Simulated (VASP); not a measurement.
HgTe:

```xyz
2
Lattice="0.0000 3.2358 3.2358 3.2358 0.0000 3.2358 3.2358 3.2358 0.0000" Properties=species:S:1:pos:R:3 pbc="T T T"
Hg    0.0000    0.0000    0.0000
Te    4.8537    4.8537    4.8537
```

Base run:

* Program: VASP 6.6.1
* Functional: b88 exchange, pbe correlation
* Potentials or basis: VASP PAW PBE potentials, release 64 (Hg, Te)
* Cutoff: 500 eV
* k mesh: 7 × 7 × 7
* Occupations: fermi-dirac, width 0.05 eV
* Spin: no spin polarisation

Its results: band gap on the k mesh zero (filled and empty bands touch); pressure 3.5 GPa.

Task: The run is repeated on the same cell with these changes: functional from b88 exchange, pbe correlation to r2SCAN0; cutoff from 500 eV to 520 eV; k mesh from 7 × 7 × 7 to 4 × 4 × 4. What comes out?

Result: Band gap on the k mesh 0.80 eV; pressure 1.1 GPa.

Several settings changed at once.

Caveats: some runs use coarse meshes; the PAW data sets were made with another functional, which shifts forces and pressure a little; spin-orbit coupling is left out, which moves the levels of the heavy elements; the cell stands under pressure (at least some runs); semilocal functionals underestimate gaps, so a narrow gap can read as zero (at least some runs).

